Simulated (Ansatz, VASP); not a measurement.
# One calculation of Si3C2, two programs

```xyz
5
Lattice="4.7565 0.0000 0.0000 -2.3782 4.1192 0.0000 0.0000 0.0000 2.7635" Properties=species:S:1:pos:R:3 pbc="T T T"
Si    1.7077    0.0000    0.0000
Si   -0.8538    1.4789    0.0000
Si    1.5244    2.6404    0.0000
C     0.0000    2.7462    1.3818
C     2.3782    1.3731    1.3818
```

Alike in both runs: functional PBE; k mesh 6 × 6 × 4; occupations gaussian, width 0.1 eV; no spin polarisation.

Ansatz relaxed the structure, and its values are those at the end. VASP's run is a single point on that final structure, the one shown.

|  | VASP | Ansatz |
| --- | --- | --- |
| version | VASP 6.6.1 | Ansatz 0.2.0 |
| potentials or method | VASP PAW PBE potentials, release 64 (Si, C), cutoff 520 eV | scalar-relativistic, plane waves, PAW |
| valence electrons in the cell | 20 | 20 |

```tsv
	VASP	Ansatz	Ansatz less VASP
gap on the k mesh at the Fermi level (eV)	none	none	-
pressure (GPa)	0.0	-0.1	-0.05
rms of the force components (eV/Å)	0.003	0.004	+0.0009
```

A gap of «none» marks a metal or a gap that the smearing closes. The functional is the same, so the differences come from potentials, cutoffs and numerics.

The k mesh is coarse, so the values compare programs but aren't converged.
